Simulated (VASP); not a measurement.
Wanted: the native input for a VASP 6.6.1 run.

```yaml
Task: single point
Functional: PBE
Potentials_or_basis: VASP PAW PBE potentials, release 64 (W_sv, Se)
Cutoff: 520 eV
k_mesh: 3 × 3 × 3
Occupations: gaussian, width 0.1 eV
Spin: collinear spin, ferrimagnetic start
Starting_moments: "[3.91, -0.18, -0.18, -0.18, -0.18] μB"
Dipole_correction: no
Further_INCAR_settings: ALGO = Normal; EDIFF = 1e-06; NBANDS = 31
```

The structure of WSe4 lies in POSCAR:

```
WSe4
1.0
    3.3750138400      1.9485651500      3.9408340400
   -3.3750138400      1.9485651500      3.9408340400
    0.0000000000     -3.8971303000      3.9408340400
W Se
1 4
Direct
    0.0000000000      0.0000000000      0.0000000000
    0.5000000000      0.5000000000      0.0000000000
    0.0000000000      0.5000000000      0.5000000000
    0.5000000000      0.0000000000      0.5000000000
    0.5000000000      0.5000000000      0.5000000000
```

One way to write it, as run:

INCAR

```
SYSTEM = WSe4
PREC     = Accurate       ! precision mode
ENCUT    = 520            ! plane-wave cutoff, eV
EDIFF    = 1E-6           ! SCF threshold, eV
ISMEAR   = 0              ! smearing method
SIGMA    = 0.1            ! smearing width, eV
LREAL    = .False.        ! projectors in reciprocal space
LASPH    = .True.         ! aspherical terms in the spheres
NELM     = 150            ! most SCF steps
ALGO     = Normal         ! electronic algorithm
ISIF     = 2              ! what is computed and relaxed
LWAVE    = .False.        ! write WAVECAR
LCHARG   = .True.         ! write CHGCAR
ISPIN    = 2              ! spin polarisation
MAGMOM   = 3.91 -0.18 -0.18 -0.18 -0.18 ! initial moments
LORBIT   = 11             ! projections on sites
LMAXMIX  = 4              ! l up to which the mixer works
GGA      = PE             ! functional
LELF     = .True.         ! ELF
LVHAR    = .True.       
NBANDS   = 31             ! bands
```

KPOINTS

```
regular mesh
0
Gamma
  3 3 3
  0 0 0
```

Potentials or basis: VASP PAW PBE potentials, release 64 (W_sv, Se).

Command:

```bash
$ cat potpaw_PBE.64/W_sv/POTCAR potpaw_PBE.64/Se/POTCAR > POTCAR
$ mpirun -np 1 vasp_std > vasp.out
```

Results of the run:

```
Pressure                                              : -6.6 GPa
Net moment                                            : 3.47 μB per cell
Site moments                                          : W +3.18; Se -0.15, -0.14 μB
Valence electrons inside the program's atomic spheres : W 11.53; Se 3.64, 3.62
```

Caveat: the k points lie up to 0.40 Å⁻¹ apart.

It took 47 s on 1 thread of AMD EPYC 9R45 (Zen 5), with other jobs on the host, peak memory 0.29 GiB.
